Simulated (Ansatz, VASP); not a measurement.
**As in VASP and in Ansatz**

```
As
1.0
     2.02490    1.16908    3.00395
    -2.02490    1.16908    3.00395
     0.00000   -2.33815    3.00395
As
2
Direct
  0.22754 0.22754 0.22754
  0.77246 0.77246 0.77246
```

Alike in both runs: task single point; functional PBEsol; k mesh 18 × 18 × 18; occupations gaussian, width 0.15 eV; no spin polarisation.

```csv
,VASP,Ansatz
version,VASP 6.6.1,Ansatz 0.2.0
potentials or method,"VASP PAW PBE potentials, release 64 (As), cutoff 520 eV","scalar-relativistic, plane waves, PAW"
valence electrons in the cell,10,30
```

|  | VASP | Ansatz | Ansatz less VASP |
| --- | --- | --- | --- |
| gap on the k mesh at the Fermi level (eV) | none | none | - |
| pressure (GPa) | -3.1 | -3.4 | -0.28 |
| traceless stress, the component that is largest in VASP (GPa) | 7.47 | 7.60 | +0.133 |
| rms of the force components (eV/Å) | 0.256 | 0.238 | -0.0177 |

VASP's potentials were made for PBE, not for PBEsol. Atom by atom the forces differ by 0.018 eV/Å (rms over components). A gap of «none» marks a metal or a gap that the smearing closes. The functional is the same, so the differences come from potentials, cutoffs and numerics. VASP's potentials hold 10 valence electrons a cell and Ansatz's 30, so a difference there can come from the potentials and not from the codes.
